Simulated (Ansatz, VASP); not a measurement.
**Al4AsN3 in VASP and in Ansatz**

The input INCAR:

```
SYSTEM = Al4AsN3
  PREC = Accurate
  ENCUT = 520
  EDIFF = 1E-6
  ISMEAR = -1
  SIGMA = 0.02
  LREAL = .False.
  LASPH = .True.
  NELM = 100
  ALGO = Normal
  ISIF = 2
  LWAVE = .False.
  LCHARG = .True.
  GGA = PE
  LELF = .True.
  LVHAR = .True.
  NBANDS = 26
```

KPOINTS

```
Automatic mesh
0
Gamma
  12 12 2
  0 0 0
```

The input POSCAR:

```
Al4AsN3
1.0
    3.2938063756      0.0000000000      0.0000000000
   -1.6469031878      2.8525199964      0.0000000000
    0.0000000000      0.0000000000     10.9429164002
N As Al
3 1 4
Direct
    0.6666666667      0.3333333333     -0.0277213653
    0.6666666667      0.3333333333      0.5310451908
    0.3333333333      0.6666666667      0.7515227669
    0.3333333333      0.6666666667      0.2422946947
    0.6666666667      0.3333333333      0.7986620768
    0.6666666667      0.3333333333      0.3575703022
    0.3333333333      0.6666666667      0.5782099234
    0.3333333333      0.6666666667      0.0184164104
```

Input for Ansatz:

```yaml
crystal:
  lattice:
    - [3.2938063756, 0.0, 0.0]
    - [-1.6469031878, 2.8525199964, 0.0]
    - [0.0, 0.0, 10.9429164002]
  atoms:
    - { symbol: "N", position: [0.6666666667, 0.3333333333, -0.0277213653] }
    - { symbol: "N", position: [0.6666666667, 0.3333333333, 0.5310451908] }
    - { symbol: "N", position: [0.3333333333, 0.6666666667, 0.7515227669] }
    - { symbol: As, position: [0.3333333333, 0.6666666667, 0.2422946947] }
    - { symbol: Al, position: [0.6666666667, 0.3333333333, 0.7986620768] }
    - { symbol: Al, position: [0.6666666667, 0.3333333333, 0.3575703022] }
    - { symbol: Al, position: [0.3333333333, 0.6666666667, 0.5782099234] }
    - { symbol: Al, position: [0.3333333333, 0.6666666667, 0.0184164104] }
kpoints:
  mp_grid: { grid: [12, 12, 2] }
  band_path:
    path:
      - [[0.0, 0.0, 0.0], [0.5, 5.729022394935e-17, -2.820942024407e-29], [0.3333333333333, 0.3333333333333, 3.690776464062e-18], [0.0, 0.0, 0.0], [-2.587556267945e-36, -3.8859590902e-35, 0.5], [0.5, 5.753631814458e-17, 0.5], [0.3333333333333, 0.3333333333333, 0.5], [-2.587556267945e-36, -3.8859590902e-35, 0.5]]
      - [[0.5, 5.753631814458e-17, 0.5], [0.5, 5.729022394935e-17, -2.820942024407e-29]]
      - [[0.3333333333333, 0.3333333333333, 0.5], [0.3333333333333, 0.3333333333333, 3.690776464062e-18]]
    npoints: 10
hamiltonian:
  xc: pbe
scf:
  occupations: { method: fermi_dirac, width: 0.02 }
  n_extra_bands: 6
output:
  forces: true
  stress: true
  eigenvalues: true
  write_density: true
  write_potential: true
  elf: true
  volumetric_format: npy
```

Alike in both runs: task single point; functional PBE; k mesh 12 × 12 × 2; occupations fermi-dirac, width 0.02 eV; no spin polarisation.

```csv
,VASP,Ansatz
version,VASP 6.6.1,Ansatz 0.2.0
potentials or method,"VASP PAW PBE potentials, release 64 (N, As, Al)","plane waves, PAW"
plane-wave cutoff (eV),520,420
valence electrons in the cell,32,42
```

Ansatz gave:

* pressure (GPa): 3.5
* traceless stress, the component that is largest in VASP (GPa): 1.01
* rms of the force components (eV/Å): 0.130

Estimate VASP's values.

pressure (GPa): 3.5; traceless stress, the component that is largest in VASP (GPa): 1.11; rms of the force components (eV/Å): 0.146.

Atom by atom the forces differ by 0.018 eV/Å (rms over components). With one functional, cell and mesh, what is left measures potentials, basis and numerics. VASP's potentials hold 32 valence electrons a cell and Ansatz's 42, so a difference there can come from the potentials and not from the codes.
